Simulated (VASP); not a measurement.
# AlNi (P4/mmm) in VASP: further runs

Aim: see how the results for AlNi move with the level of theory and the settings. Levels: r2SCAN, PBE. Tasks: single point, relaxation of cell and atoms.

Program: VASP 6.6.1. These are calculated values, not measurements. Logs are shortened: lines on timing, memory, paths and dates and some standing lists are left out, and cuts for length are marked.

## (1) The cell of the first run

The typed cell holds 2 atoms: a = 2.894 Å, b = 2.894 Å, c = 2.890 Å, α = 90.00°, β = 90.00°, γ = 90.00°.

## (2) Single point, r2SCAN

POSCAR reads:

```
AlNi
1.0
    2.8943154884      0.0000000000      0.0000000000
    0.0000000000      2.8943154884      0.0000000000
    0.0000000000      0.0000000000      2.8900989120
Al Ni
1 1
Direct
    0.0000000000      0.0000000000      0.0000000000
    0.5000000000      0.5000000000      0.5000000000
```

INCAR.step1 reads:

```
PREC     = Accurate       # precision mode
ENCUT    = 520            # plane-wave cutoff, eV
ISMEAR   = 0              # smearing method
SIGMA    = 0.1            # smearing width, eV
LREAL    = False          # projectors in reciprocal space
LASPH    = True           # aspherical terms in the spheres
NELM     = 100            # most SCF steps
NBANDS   = 14             # bands
GGA      = PE             # functional
ALGO     = Normal         # electronic algorithm
EDIFF    = 1E-4           # SCF threshold, eV
LWAVE    = True           # write WAVECAR
LCHARG   = False          # write CHGCAR
```

INCAR.step2 reads:

```
PREC     = Accurate       # precision mode
ENCUT    = 520            # plane-wave cutoff, eV
EDIFF    = 1E-6           # SCF threshold, eV
ISMEAR   = 0              # smearing method
SIGMA    = 0.1            # smearing width, eV
LREAL    = False          # projectors in reciprocal space
LASPH    = True           # aspherical terms in the spheres
NELM     = 100            # most SCF steps
ALGO     = Normal         # electronic algorithm
ISIF     = 2              # what is computed and relaxed
LWAVE    = False          # write WAVECAR
LCHARG   = False          # write CHGCAR
METAGGA  = R2SCAN         # meta-GGA
LMIXTAU  = True         
NBANDS   = 14             # bands
ISTART   = 1
```

KPOINTS reads:

```
regular mesh
0
Gamma
  20 20 18
```

Potentials or basis: VASP PAW PBE potentials, release 64 (Al, Ni).

Command:

```bash
cat potpaw_PBE.64/Al/POTCAR potpaw_PBE.64/Ni/POTCAR > POTCAR
cp INCAR.step1 INCAR
mpirun -np 1 vasp_std > vasp.out
cp INCAR.step2 INCAR
mpirun -np 1 vasp_std > vasp.out
```

OUTCAR:

```text
PREC = Accurate
   ENCUT = 520
   EDIFF = 1E-6
   ISMEAR = 0
   LREAL = False
   LASPH = True
   NELM = 100
   ISIF = 2
   METAGGA = R2SCAN
   ISTART = 1

 ion  position               nearest neighbor table
   1  0.000  0.000  0.000-   2 2.51   2 2.51   2 2.51   2 2.51   2 2.51   2 2.51   2 2.51   2 2.51

   2  0.500  0.500  0.500-   1 2.51   1 2.51   1 2.51   1 2.51   1 2.51   1 2.51   1 2.51   1 2.51

  LATTYP: Found a simple tetragonal cell.
 ALAT       =     2.8943154884
 C/A-ratio  =     0.9985431525

  Lattice vectors:

 A1 = (   2.8943154884,   0.0000000000,   0.0000000000)
 A2 = (   0.0000000000,   2.8943154884,   0.0000000000)
 A3 = (   0.0000000000,   0.0000000000,   2.8900989120)

Analysis of symmetry for initial positions (statically):
=====================================================================
 Subroutine PRICEL returns:
 Original cell was already a primitive cell.

 Routine SETGRP: Setting up the symmetry group for a
 simple tetragonal supercell.

 Subroutine GETGRP returns: Found 16 space group operations
 (whereof 16 operations were pure point group operations)
 out of a pool of 16 trial point group operations.

The static configuration has the point symmetry D_4h.

Analysis of symmetry for dynamics (positions and initial velocities):
=====================================================================
 Subroutine PRICEL returns:
 Original cell was already a primitive cell.

 Routine SETGRP: Setting up the symmetry group for a
 simple tetragonal supercell.

 Subroutine GETGRP returns: Found 16 space group operations
 (whereof 16 operations were pure point group operations)
 out of a pool of 16 trial point group operations.

The dynamic configuration has the point symmetry D_4h.

 Subroutine INISYM returns: Found 16 space group operations
 (whereof 16 operations are pure point group operations),
 and found     1 'primitive' translations

----------------------------------------------------------------------------------------

                                     Primitive cell

  volume of cell :      24.2105

  direct lattice vectors                    reciprocal lattice vectors
     2.894315488  0.000000000  0.000000000     0.345504837  0.000000000  0.000000000
     0.000000000  2.894315488  0.000000000     0.000000000  0.345504837  0.000000000
     0.000000000  0.000000000  2.890098912     0.000000000  0.000000000  0.346008919

  length of vectors
     2.894315488  2.894315488  2.890098912     0.345504837  0.345504837  0.346008919

  position of ions in fractional coordinates (direct lattice)
     0.000000000  0.000000000  0.000000000
     0.500000000  0.500000000  0.500000000

  ion indices of the primitive-cell ions
   primitive index   ion index
                 1           1
                 2           2

----------------------------------------------------------------------------------------

 KPOINTS: regular mesh

Automatic generation of k-mesh.
 Grid dimensions read from file:
 generate k-points for:   20   20   18

 Generating k-lattice:

  Cartesian coordinates                     Fractional coordinates (reciprocal lattice)
     0.017275242  0.000000000  0.000000000     0.050000000  0.000000000  0.000000000
     0.000000000  0.017275242  0.000000000     0.000000000  0.050000000  0.000000000
     0.000000000  0.000000000  0.019222718     0.000000000  0.000000000  0.055555556

  Length of vectors
     0.017275242  0.017275242  0.019222718

  Shift w.r.t. Gamma in fractional coordinates (k-lattice)
     0.000000000  0.000000000  0.000000000

 Subroutine IBZKPT returns following result:
 ===========================================

 Found    660 irreducible k-points:

 Following reciprocal coordinates:
            Coordinates               Weight
  0.000000  0.000000  0.000000      1.000000
  0.050000  0.000000  0.000000      4.000000
  0.100000  0.000000  0.000000      4.000000
  0.150000  0.000000  0.000000      4.000000
  0.200000  0.000000  0.000000      4.000000
  0.250000  0.000000  0.000000      4.000000
[... 16 lines left out ...]
  0.150000  0.100000  0.000000      8.000000
  0.200000  0.100000  0.000000      8.000000
 [... further k-points ...]
   k-points           NKPTS =    660   k-points in BZ     NKDIM =    660   number of bands    NBANDS=     14
   number of dos      NEDOS =    301   number of ions     NIONS =      2
   total plane-waves  NPLWV =  13824
   dimension x,y,z NGX =    24 NGY =   24 NGZ =   24
   dimension x,y,z NGXF=    48 NGYF=   48 NGZF=   48
   ions per type =               1   1
   NGX,Y,Z   is equivalent  to a cutoff of  13.79, 13.79, 13.81 a.u.
   NGXF,Y,Z  is equivalent  to a cutoff of  27.57, 27.57, 27.61 a.u.
 SYSTEM =  unknown system
   PREC   = accura    normal or accurate (medium, high low for compatibility)
   ISTART =      1    job   : 0-new  1-cont  2-samecut
   ICHARG =      0    charge: 1-file 2-atom 10-const
   ISPIN  =      1    spin polarized calculation?
   LNONCOLLINEAR =      F non collinear calculations
   LSORBIT =      F    spin-orbit coupling
   LASPH  =      T    aspherical Exc in radial PAW
   ENCUT  =  520.0 eV  38.22 Ry    6.18 a.u.   5.38  5.38  5.37*2*pi/ulx,y,z
   NELM   =    100;   NELMIN=  2; NELMDL=  0     # of ELM steps
   EDIFF  = 0.1E-05   stopping-criterion for ELM
   LREAL  =      F    real-space projection
   EDIFFG = 0.1E-04   stopping-criterion for IOM
   NSW    =      0    number of steps for IOM
   IBRION =     -1    ionic relax: 0-MD 1-quasi-New 2-CG
   NFREE  =      0    steps in history (QN), initial steepest desc. (CG)
   ISIF   =      2    stress and relaxation
   ISYM   =      2    0-nonsym 1-usesym 2-fastsym
   POTIM  = 0.5000    time-step for ionic-motion
   TEBEG  =    0.0;   TEEND  =   0.0 temperature during run
   PSTRESS=    0.0 pullay stress
   NELECT =      13.0000    total number of electrons
   NUPDOWN=      -1.0000    fix difference up-down
   EMIN   =  10.00;   EMAX   =-10.00  energy-range for DOS
   EFERMI =   0.00;   METHOD = LEGACY
   ISMEAR =     0;   SIGMA  =   0.10  broadening in eV -4-tet -1-fermi 0-gaus
   EFERMI_NEDOS =   21; number of points for ismear=-14 and -15
   IALGO  =     38    algorithm
   IMIX   =      4    mixing-type and parameters
     AMIX     =   0.40;   BMIX     =  1.00
     AMIX_MAG =   1.60;   BMIX_MAG =  1.00
  volume/ion in A,a.u.               =      12.11        81.69
  Fermi-wavevector in a.u.,A,eV,Ry     =   1.330621  2.514510 24.089836  1.770553
  Thomas-Fermi vector in A             =   2.459694
   LORBIT       =      0    0 simple, 1 ext, 2 COOP (PROOUT), +10 PAW based schemes
   METAGGA = R2SCAN    functional components
   LHFCALC =     F    Hartree Fock is set to
   AEXX    =    0.0000 exact exchange contribution
   IVDW    =     0    specifies the selected vdW correction
   LEPSILON=     F    determine dielectric tensor
   LRPA    =     F    only Hartree local field effects (RPA)
 non-spin polarized calculation
 Gauss-broadening in eV      SIGMA  =   0.10
  energy-cutoff  :      520.00
  volume of cell :       24.21
 maximum number of plane-waves:       672
 NGX is ok and might be reduce to    24

 number of electron      13.0000013 magnetization

 Free energy of the ion-electron system (eV)
  ---------------------------------------------------
  ext. energy  EPLUGINS =         0.00000000
  ---------------------------------------------------
  free energy    TOTEN  =       -20.05676116 eV

  energy without entropy =      -20.05242647  energy(sigma->0) =      -20.05459382

 E-fermi :   9.7233     XC(G=0): -12.9482

 val. band max:        9.7195217777   @ k =   0.3500   0.2500   0.0000
 cond. band min:       9.7291929890   @ k =   0.3500   0.1000   0.1667
 fundamental gap:      0.0096712113
 Fermi energy:         9.7232914651

 k-point     1 :       0.0000    0.0000    0.0000
  band No.  band energies     occupation
      1      -1.8953      2.00000
      2       6.4451      2.00000
      3       6.4458      2.00000
      4       8.1521      2.00000
      5       8.1538      2.00000
      6       8.1538      2.00000
      7      15.5450      0.00000
      8      15.5450      0.00000
      9      15.6002      0.00000
     10      18.0735      0.00000
     11      18.0860      0.00000
     12      24.5281      0.00000
     13      31.5867      0.00000
     14      31.6171      0.00000

 k-point     2 :       0.0500    0.0000    0.0000
  band No.  band energies     occupation
      1      -1.8472      2.00000
      2       6.4409      2.00000
      3       6.4572      2.00000
      4       8.1315      2.00000
      5       8.1334      2.00000
      6       8.1559      2.00000
      7      14.9429      0.00000
      8      15.6082      0.00000
      9      15.6632      0.00000
     10      18.0876      0.00000
     11      18.6402      0.00000
     12      24.6876      0.00000
     13      30.9604      0.00000
     14      30.9996      0.00000

 k-point     3 :       0.1000    0.0000    0.0000
  band No.  band energies     occupation
      1      -1.7033      2.00000
      2       6.4219      2.00000
      3       6.4908      2.00000
      4       8.0729      2.00000
      5       8.0752      2.00000
      6       8.1621      2.00000
      7      13.8126      0.00000
      8      15.7948      0.00000
      9      15.8494      0.00000
     10      18.1019      0.00000
     11      19.6395      0.00000
     12      25.1852      0.00000
     13      29.7742      0.00000
     14      29.8164      0.00000
[... 324 lines left out ...]
 k-point    23 :       0.1500    0.1000    0.0000
  band No.  band energies     occupation
      1      -1.2748      2.00000
      2       6.4159      2.00000
      3       6.5384      2.00000
      4       7.8880      2.00000
      5       7.9930      2.00000
      6       8.1018      2.00000
      7      12.7545      0.00000
      8      14.3986      0.00000
      9      16.3936      0.00000
     10      19.1070      0.00000
     11      21.4641      0.00000
     12      26.4478      0.00000
     13      26.6239      0.00000
     14      28.6495      0.00000

 k-point    24 :       0.2000    0.1000    0.0000
  band No.  band energies     occupation
      1      -0.9448      2.00000
      2       6.3078      2.00000
      3       6.6059      2.00000
      4       7.7767      2.00000
      5       7.8911      2.00000
      6       8.1136      2.00000
      7      11.6765      0.00000
      8      14.7065      0.00000
      9      16.7955      0.00000
     10      19.2180      0.00000
     11      22.3287      0.00000
     12      25.3740      0.00000
     13      27.3948      0.00000
     14      27.5606      0.00000

 [... further k-points ...]
[... 5 lines left out ...]
  --------------------------------------------------------------------------------------
  -------------------------------------------------------------------------------------
  Total       -0.7968347     -0.7968347     -0.8068064      0.0000000     -0.0000000      0.0000000
  in kB      -52.7320154    -52.7320154    -53.3919128      0.0000000     -0.0000000      0.0000000
  external PRESSURE =     -52.9519812 kB  Pullay stress =       0.0000000 kB

 VOLUME and BASIS-vectors are now :
 -----------------------------------------------------------------------------
  energy-cutoff  :      520.00
  volume of cell :       24.21
      direct lattice vectors                 reciprocal lattice vectors
     2.894315488  0.000000000  0.000000000     0.345504837  0.000000000  0.000000000
     0.000000000  2.894315488  0.000000000     0.000000000  0.345504837  0.000000000
     0.000000000  0.000000000  2.890098912     0.000000000  0.000000000  0.346008919

 POSITION                                       TOTAL-FORCE (eV/Angst)
 -----------------------------------------------------------------------------------
      0.00000      0.00000      0.00000         0.000000      0.000000      0.000000
      1.44716      1.44716      1.44505         0.000000      0.000000      0.000000
 -----------------------------------------------------------------------------------
    total drift:                                0.000000      0.000000     -0.000000

  FREE ENERGIE OF THE ION-ELECTRON SYSTEM (eV)
  ---------------------------------------------------
  free  energy   TOTEN  =       -20.0567611637 eV

  energy  without entropy=      -20.0524264739  energy(sigma->0) =      -20.05459382
```

Run time: 8 min. Hardware: 1 thread of Intel Xeon Platinum 8259CL at 2.50GHz (Skylake/Cascade Lake), shared host; peak memory 0.34 GiB.

Results:

```yaml
Free_energy: -20.0568 eV
Pressure: -5.3 GPa
```

Caveat: the PAW data sets were made with another functional, which shifts forces and pressure a little. Spin polarisation is off, so any magnetic state and its effect on volume and gap are missing.

## (3) Relaxation of cell and atoms, PBE

This run uses another cell than the first one, of the same volume but with other edges.

INCAR reads:

```
PREC = Accurate ; ENCUT = 600
EDIFF = 1E-6 ; ISMEAR = 0
SIGMA = 0.1 ; LREAL = False
LASPH = True ; NELM = 100
ALGO = Fast ; ISIF = 3
LWAVE = False ; LCHARG = False
GGA = PE ; IBRION = 2
NSW = 100 ; EDIFFG = -0.01
```

KPOINTS reads:

```
Automatic mesh
0
Gamma
  20 20 18
```

POSCAR reads:

```
AlNi
1.0
    2.8259527214      0.0000000000      0.0000000000
    0.0000000000      2.8259527214      0.0000000000
    0.0000000000      0.0000000000      3.0366569888
Al Ni
1 1
Direct
    0.0000000000      0.0000000000      0.0000000000
    0.5000000000      0.5000000000      0.5000000000
```

Potentials or basis: VASP PAW PBE potentials, release 64 (Al, Ni).

Command:

```bash
cat potpaw_PBE.64/Al/POTCAR potpaw_PBE.64/Ni/POTCAR > POTCAR
mpirun -np 1 vasp_std > vasp.out
```

Run time: 9.2 min. Hardware: 1 thread of Intel Xeon Platinum 8259CL at 2.50GHz (Skylake/Cascade Lake), shared host; peak memory 0.37 GiB.

Results (log left out):

- Free energy: -10.5402 eV
- Relaxed volume: 12.11 Å³/atom
- Relaxed cell: a = 2.896 Å, b = 2.896 Å, c = 2.888 Å, α = 90.00°, β = 90.00°, γ = 90.00°
- Space group after relaxing (to 0.05 Å): Pm-3m (No. 221)
- Energy gained by relaxing: 7.9 meV/atom
- Ionic steps: 9
- Pressure after relaxing: -0.1 GPa

Stress tensor (GPa, compression positive):
```
-0.11  0.00  0.00
 0.00 -0.11  0.00
 0.00  0.00 -0.03
```

Step by step:
| step | energy change (eV) | largest force (eV/Å) | pressure (GPa) | volume (Å³) |
| --- | --- | --- | --- | --- |
| 1 | 0.0000 | 0.0000 | -0.04 | 24.25 |
| 2 | -0.0051 | 0.0000 | -0.03 | 24.24 |
| 3 | -0.0149 | 0.0000 | 0.20 | 24.18 |
| 4 | -0.0157 | 0.0000 | 0.50 | 24.14 |
| 5 | -0.0157 | 0.0000 | 0.24 | 24.15 |
| 6 | -0.0157 | 0.0000 | 0.22 | 24.15 |
| 7 | -0.0158 | 0.0000 | -0.29 | 24.25 |
| 8 | -0.0158 | 0.0000 | 0.14 | 24.22 |
| 9 | -0.0158 | 0.0000 | -0.09 | 24.23 |

Final structure:
```
Al Ni
1.0
     2.89640    0.00000    0.00000
     0.00000    2.89640    0.00000
     0.00000    0.00000    2.88810
Al Ni
1 1
Cartesian
  0.0000 0.0000 2.8881
  1.4482 1.4482 1.4440
```

Levels at points of the mesh, in eV from the Fermi level:
| k point | band 5 | band 6 | band 7 | band 8 | band 9 | band 10 |
| --- | --- | --- | --- | --- | --- | --- |
| (0.00, 0.00, 0.00) | -1.51 | -1.51 | 5.42 | 5.42 | 5.52 | 8.10 |
| (0.50, 0.00, 0.00) | -2.19 | -1.42 | -0.64 | 8.27 | 9.93 | 10.02 |
| (0.50, 0.50, 0.00) | -2.02 | -2.02 | -0.99 | 1.45 | 2.39 | 12.18 |
| (0.00, 0.00, 0.50) | -2.21 | -1.43 | -0.62 | 8.27 | 9.94 | 9.94 |
| (0.50, 0.00, 0.50) | -2.03 | -2.03 | -0.99 | 1.47 | 2.42 | 12.11 |
| (0.50, 0.50, 0.50) | -0.96 | 2.02 | 2.02 | 2.03 | 3.58 | 4.40 |

Spin polarisation is off, so any magnetic state and its effect on volume and gap are missing.
